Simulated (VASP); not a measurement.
# Sb (Fm-3m) in VASP: single point with LDA

Aim: the single point of Sb with LDA.

Program: VASP 6.6.1. These are calculated values, not measurements. Logs are shortened: lines on timing, memory, paths and dates and some standing lists are left out, and cuts for length are marked.

## Step 1: The cell of the first run

Symmetry: Fm-3m, No. 225, cubic system. Conventional cell: a = 4.610 Å, b = 4.610 Å, c = 4.610 Å, α = 90.00°, β = 90.00°, γ = 90.00°. Within 4.3 Å of Sb (site symmetry m-3m) lie 12 Sb at 3.26 Å.

## Step 2: Single point, LDA

File INCAR:

```
SYSTEM = Sb
PREC = Accurate ; ENCUT = 500
EDIFF = 1E-6 ; ISMEAR = -1
SIGMA = 0.03 ; LREAL = .FALSE.
LASPH = .TRUE. ; NELM = 120
ALGO = Normal ; ISIF = 2
LWAVE = .FALSE. ; LCHARG = .TRUE.
GGA = CA ; LELF = .TRUE.
LVHAR = .TRUE. ; NBANDS = 8
GGA_COMPAT = .FALSE.
```

File KPOINTS:

```
Automatic mesh
0
G
  14 14 14
  0 0 0
```

File POSCAR:

```
Sb
1.0
    0.0000000000      2.3050000000      2.3050000000
    2.3050000000      0.0000000000      2.3050000000
    2.3050000000      2.3050000000      0.0000000000
Sb
1
Direct
    0.0000000000      0.0000000000      0.0000000000
```

Potentials or basis: VASP PAW LDA potentials, release 64 (Sb).

The run is started by

```sh
> cat potpaw_LDA.64/Sb/POTCAR > POTCAR
> mpirun -np 1 vasp_std > vasp.out
```

OUTCAR:

```text
SYSTEM = Sb
   PREC = Accurate
   ENCUT = 500
   EDIFF = 1E-6
   ISMEAR = -1
   LREAL = .FALSE.
   LASPH = .TRUE.
   NELM = 120
   ISIF = 2
   GGA = CA

 ion  position               nearest neighbor table
   1  0.000  0.000  0.000-

  LATTYP: Found a face centered cubic cell.
 ALAT       =     4.6100000000

  Lattice vectors:

 A1 = (   0.0000000000,   2.3050000000,   2.3050000000)
 A2 = (   2.3050000000,   0.0000000000,   2.3050000000)
 A3 = (   2.3050000000,   2.3050000000,   0.0000000000)

Analysis of symmetry for initial positions (statically):
=====================================================================
 Subroutine PRICEL returns:
 Original cell was already a primitive cell.

 Routine SETGRP: Setting up the symmetry group for a
 face centered cubic supercell.

 Subroutine GETGRP returns: Found 48 space group operations
 (whereof 48 operations were pure point group operations)
 out of a pool of 48 trial point group operations.

The static configuration has the point symmetry O_h .

Analysis of symmetry for dynamics (positions and initial velocities):
=====================================================================
 Subroutine PRICEL returns:
 Original cell was already a primitive cell.

 Routine SETGRP: Setting up the symmetry group for a
 face centered cubic supercell.

 Subroutine GETGRP returns: Found 48 space group operations
 (whereof 48 operations were pure point group operations)
 out of a pool of 48 trial point group operations.

The dynamic configuration has the point symmetry O_h .

 Subroutine INISYM returns: Found 48 space group operations
 (whereof 48 operations are pure point group operations),
 and found     1 'primitive' translations

----------------------------------------------------------------------------------------

                                     Primitive cell

  volume of cell :      24.4930

  direct lattice vectors                    reciprocal lattice vectors
     0.000000000  2.305000000  2.305000000    -0.216919740  0.216919740  0.216919740
     2.305000000  0.000000000  2.305000000     0.216919740 -0.216919740  0.216919740
     2.305000000  2.305000000  0.000000000     0.216919740  0.216919740 -0.216919740

  length of vectors
     3.259762261  3.259762261  3.259762261     0.375716010  0.375716010  0.375716010

  position of ions in fractional coordinates (direct lattice)
     0.000000000  0.000000000  0.000000000

  ion indices of the primitive-cell ions
   primitive index   ion index
                 1           1

----------------------------------------------------------------------------------------

 KPOINTS: Automatic mesh

Automatic generation of k-mesh.
 Grid dimensions read from file:
 generate k-points for:   14   14   14

 Generating k-lattice:

  Cartesian coordinates                     Fractional coordinates (reciprocal lattice)
    -0.015494267  0.015494267  0.015494267     0.071428571  0.000000000  0.000000000
     0.015494267 -0.015494267  0.015494267     0.000000000  0.071428571  0.000000000
     0.015494267  0.015494267 -0.015494267     0.000000000  0.000000000  0.071428571

  Length of vectors
     0.026836858  0.026836858  0.026836858

  Shift w.r.t. Gamma in fractional coordinates (k-lattice)
     0.000000000  0.000000000  0.000000000

 Subroutine IBZKPT returns following result:
 ===========================================

 Found    104 irreducible k-points:

 Following reciprocal coordinates:
            Coordinates               Weight
  0.000000  0.000000  0.000000      1.000000
  0.071429  0.000000  0.000000      8.000000
  0.142857  0.000000  0.000000      8.000000
  0.214286  0.000000  0.000000      8.000000
  0.285714  0.000000  0.000000      8.000000
  0.357143  0.000000  0.000000      8.000000
[... 16 lines left out ...]
  0.214286  0.142857  0.000000     24.000000
  0.285714  0.142857  0.000000     24.000000
 [... further k-points ...]
   k-points           NKPTS =    104   k-points in BZ     NKDIM =    104   number of bands    NBANDS=      8
   number of dos      NEDOS =    301   number of ions     NIONS =      1
   total plane-waves  NPLWV =  13824
   dimension x,y,z NGX =    24 NGY =   24 NGZ =   24
   dimension x,y,z NGXF=    48 NGYF=   48 NGZF=   48
   ions per type =               1
   NGX,Y,Z   is equivalent  to a cutoff of  12.24, 12.24, 12.24 a.u.
   NGXF,Y,Z  is equivalent  to a cutoff of  24.48, 24.48, 24.48 a.u.
 SYSTEM =  Sb
   PREC   = accura    normal or accurate (medium, high low for compatibility)
   ISTART =      0    job   : 0-new  1-cont  2-samecut
   ICHARG =      2    charge: 1-file 2-atom 10-const
   ISPIN  =      1    spin polarized calculation?
   LNONCOLLINEAR =      F non collinear calculations
   LSORBIT =      F    spin-orbit coupling
   LASPH  =      T    aspherical Exc in radial PAW
   ENCUT  =  500.0 eV  36.75 Ry    6.06 a.u.   5.94  5.94  5.94*2*pi/ulx,y,z
   NELM   =    120;   NELMIN=  2; NELMDL= -5     # of ELM steps
   EDIFF  = 0.1E-05   stopping-criterion for ELM
   LREAL  =      F    real-space projection
   EDIFFG = 0.1E-04   stopping-criterion for IOM
   NSW    =      0    number of steps for IOM
   IBRION =     -1    ionic relax: 0-MD 1-quasi-New 2-CG
   NFREE  =      0    steps in history (QN), initial steepest desc. (CG)
   ISIF   =      2    stress and relaxation
   ISYM   =      2    0-nonsym 1-usesym 2-fastsym
   POTIM  = 0.5000    time-step for ionic-motion
   TEBEG  =    0.0;   TEEND  =   0.0 temperature during run
   PSTRESS=    0.0 pullay stress
   NELECT =       5.0000    total number of electrons
   NUPDOWN=      -1.0000    fix difference up-down
   EMIN   =  10.00;   EMAX   =-10.00  energy-range for DOS
   EFERMI =   0.00;   METHOD = LEGACY
   ISMEAR =    -1;   SIGMA  =   0.03  broadening in eV -4-tet -1-fermi 0-gaus
   EFERMI_NEDOS =   21; number of points for ismear=-14 and -15
   IALGO  =     38    algorithm
   IMIX   =      4    mixing-type and parameters
     AMIX     =   0.40;   BMIX     =  1.00
     AMIX_MAG =   1.60;   BMIX_MAG =  1.00
  volume/ion in A,a.u.               =      24.49       165.29
  Fermi-wavevector in a.u.,A,eV,Ry     =   0.963941  1.821585 12.642299  0.929183
  Thomas-Fermi vector in A             =   2.093530
   LORBIT       =      0    0 simple, 1 ext, 2 COOP (PROOUT), +10 PAW based schemes
   GGA     = CA    functional components
   LHFCALC =     F    Hartree Fock is set to
   AEXX    =    0.0000 exact exchange contribution
   IVDW    =     0    specifies the selected vdW correction
   LEPSILON=     F    determine dielectric tensor
   LRPA    =     F    only Hartree local field effects (RPA)
 non-spin polarized calculation
  energy-cutoff  :      500.00
  volume of cell :       24.49
 maximum number of plane-waves:       636
   NGX = 11   NGY = 11   NGZ = 11

 number of electron       4.9999999 magnetization

 Free energy of the ion-electron system (eV)
  ---------------------------------------------------
  ext. energy  EPLUGINS =         0.00000000
  ---------------------------------------------------
  free energy    TOTEN  =        -4.51097610 eV

  energy without entropy =       -4.50790945  energy(sigma->0) =       -4.50944278

 E-fermi :   9.7394     XC(G=0): -10.7847

 val. band max:        9.7293513370   @ k =   0.5000   0.4286   0.0714
 cond. band min:       9.7965104054   @ k =   0.4286   0.3571   0.0000
 fundamental gap:      0.0671590685
 Fermi energy:         9.7393600797

 k-point     1 :       0.0000    0.0000    0.0000
  band No.  band energies     occupation
      1      -4.0095      2.00000
      2      15.6577      0.00000
      3      15.6577      0.00000
      4      15.6577      0.00000
      5      19.7620      0.00000
      6      19.7620      0.00000
      7      19.7620      0.00000
      8      20.0220      0.00000

 k-point     2 :       0.0714    0.0000    0.0000
  band No.  band energies     occupation
      1      -3.8994      2.00000
      2      14.5676      0.00000
      3      15.4958      0.00000
      4      15.4958      0.00000
      5      18.9858      0.00000
      6      20.0087      0.00000
      7      20.0087      0.00000
      8      21.5431      0.00000

 k-point     3 :       0.1429    0.0000    0.0000
  band No.  band energies     occupation
      1      -3.5696      2.00000
      2      12.3916      0.00000
      3      15.1158      0.00000
      4      15.1158      0.00000
      5      18.5839      0.00000
      6      20.5308      0.00000
      7      20.5308      0.00000
      8      22.3540      0.00000

 k-point     4 :       0.2143    0.0000    0.0000
  band No.  band energies     occupation
      1      -3.0232      2.00000
      2      10.0521      0.00006
      3      14.6820      0.00000
      4      14.6820      0.00000
      5      18.3408      0.00000
      6      20.5114      0.00000
      7      20.5114      0.00000
      8      22.1415      0.00000

 k-point     5 :       0.2857    0.0000    0.0000
  band No.  band energies     occupation
      1      -2.2691      2.00000
      2       7.8113      2.00000
      3      14.2918      0.00000
      4      14.2918      0.00000
      5      18.2242      0.00000
      6      19.9145      0.00000
      7      19.9145      0.00000
      8      21.1379      0.00000

 k-point     6 :       0.3571    0.0000    0.0000
  band No.  band energies     occupation
      1      -1.3346      2.00000
      2       5.7808      2.00000
      3      13.9920      0.00000
      4      13.9920      0.00000
      5      18.2338      0.00000
      6      19.3739      0.00000
      7      19.3739      0.00000
      8      20.2959      0.00000

 k-point     7 :       0.4286    0.0000    0.0000
  band No.  band energies     occupation
      1      -0.3247      2.00000
      2       4.1021      2.00000
      3      13.8051      0.00000
      4      13.8051      0.00000
      5      18.3446      0.00000
      6      19.0281      0.00000
      7      19.0281      0.00000
      8      19.6784      0.00000

 k-point     8 :       0.5000    0.0000    0.0000
  band No.  band energies     occupation
      1       0.2607      2.00000
      2       3.2922      2.00000
      3      13.7417      0.00000
      4      13.7417      0.00000
      5      18.4342      0.00000
      6      18.9103      0.00000
      7      18.9103      0.00000
      8      19.4191      0.00000

 k-point     9 :       0.0714    0.0714    0.0000
  band No.  band energies     occupation
      1      -3.8626      2.00000
      2      15.0109      0.00000
      3      15.0109      0.00000
      4      15.0866      0.00000
      5      18.3949      0.00000
      6      20.5054      0.00000
      7      20.5054      0.00000
      8      21.6221      0.00000

 k-point    10 :       0.1429    0.0714    0.0000
  band No.  band energies     occupation
      1      -3.6059      2.00000
      2      13.1678      0.00000
      3      14.4530      0.00000
      4      15.0802      0.00000
      5      18.1716      0.00000
      6      20.6504      0.00000
      7      20.9239      0.00000
      8      21.2002      0.00000
[... 78 lines left out ...]
 k-point    18 :      -0.2857    0.0714    0.0000
  band No.  band energies     occupation
      1      -1.8795      2.00000
      2       7.1899      2.00000
      3      12.7956      0.00000
      4      14.5819      0.00000
      5      18.7865      0.00000
      6      19.2051      0.00000
      7      19.5015      0.00000
      8      22.2056      0.00000

 k-point    19 :      -0.2143    0.0714    0.0000
  band No.  band energies     occupation
      1      -2.6973      2.00000
      2       9.3551      1.99999
      3      13.0835      0.00000
      4      15.0997      0.00000
      5      18.8355      0.00000
      6      19.9582      0.00000
      7      20.0407      0.00000
      8      21.8432      0.00000

 k-point    20 :      -0.1429    0.0714    0.0000
  band No.  band energies     occupation
      1      -3.3138      2.00000
      2      11.6389      0.00000
      3      13.5409      0.00000
      4      15.5292      0.00000
      5      18.8831      0.00000
      6      20.2244      0.00000
      7      20.8425      0.00000
      8      21.3915      0.00000

 k-point    21 :      -0.0714    0.0714    0.0000
  band No.  band energies     occupation
      1      -3.7160      2.00000
      2      13.6846      0.00000
      3      14.2927      0.00000
      4      15.7035      0.00000
      5      18.8558      0.00000
      6      19.9461      0.00000
      7      20.6356      0.00000
      8      22.1255      0.00000

 k-point    22 :       0.1429    0.1429    0.0000
  band No.  band energies     occupation
      1      -3.4225      2.00000
      2      13.7330      0.00000
      3      13.7744      0.00000
      4      13.7744      0.00000
      5      17.1411      0.00000
      6      19.5527      0.00000
      7      22.0038      0.00000
      8      22.0038      0.00000

 k-point    23 :       0.2143    0.1429    0.0000
  band No.  band energies     occupation
      1      -3.0207      2.00000
      2      11.7229      0.00000
      3      13.1954      0.00000
      4      13.7409      0.00000
      5      17.0851      0.00000
      6      18.6055      0.00000
      7      22.2236      0.00000
      8      22.6191      0.00000

 k-point    24 :       0.2857    0.1429    0.0000
  band No.  band energies     occupation
      1      -2.4053      2.00000
      2       9.5220      1.99857
      3      12.7713      0.00000
      4      13.2180      0.00000
      5      17.0660      0.00000
      6      18.7853      0.00000
      7      22.0945      0.00000
      8      22.3199      0.00000

 [... further k-points ...]
[... 5 lines left out ...]
  --------------------------------------------------------------------------------------
  -------------------------------------------------------------------------------------
  Total        0.5956626      0.5956626      0.5956626      0.0000000      0.0000000     -0.0000000
  in kB       38.9644148     38.9644148     38.9644148      0.0000000      0.0000000     -0.0000000
  external PRESSURE =      38.9644148 kB  Pullay stress =       0.0000000 kB

 VOLUME and BASIS-vectors are now :
 -----------------------------------------------------------------------------
  energy-cutoff  :      500.00
  volume of cell :       24.49
      direct lattice vectors                 reciprocal lattice vectors
     0.000000000  2.305000000  2.305000000    -0.216919740  0.216919740  0.216919740
     2.305000000  0.000000000  2.305000000     0.216919740 -0.216919740  0.216919740
     2.305000000  2.305000000  0.000000000     0.216919740  0.216919740 -0.216919740

 POSITION                                       TOTAL-FORCE (eV/Angst)
 -----------------------------------------------------------------------------------
      0.00000      0.00000      0.00000        -0.000000      0.000000     -0.000000
 -----------------------------------------------------------------------------------
    total drift:                                0.000000      0.000000      0.000000

  FREE ENERGIE OF THE ION-ELECTRON SYSTEM (eV)
  ---------------------------------------------------
  free  energy   TOTEN  =        -4.5109760971 eV

  energy  without entropy=       -4.5079094536  energy(sigma->0) =       -4.50944278
```

It took 4.2 s on 1 thread of Intel Xeon 6975P-C (Granite Rapids), shared host; peak memory 0.13 GiB.

Results:

* Free energy: -4.5110 eV
* Pressure: 3.9 GPa

Levels at points of the mesh, in eV from the Fermi level:
| k point | band 1 | band 2 | band 3 | band 4 | band 5 |
| --- | --- | --- | --- | --- | --- |
| (0.00, 0.00, 0.00) | -13.75 | 5.92 | 5.92 | 5.92 | 10.02 |
| (0.50, 0.00, 0.00) | -9.48 | -6.45 | 4.00 | 4.00 | 8.69 |
| (0.50, 0.50, 0.00) | -7.59 | -5.46 | 0.34 | 0.34 | 4.25 |

Caveat: spin-orbit coupling is left out, which moves the levels of the heavy elements.
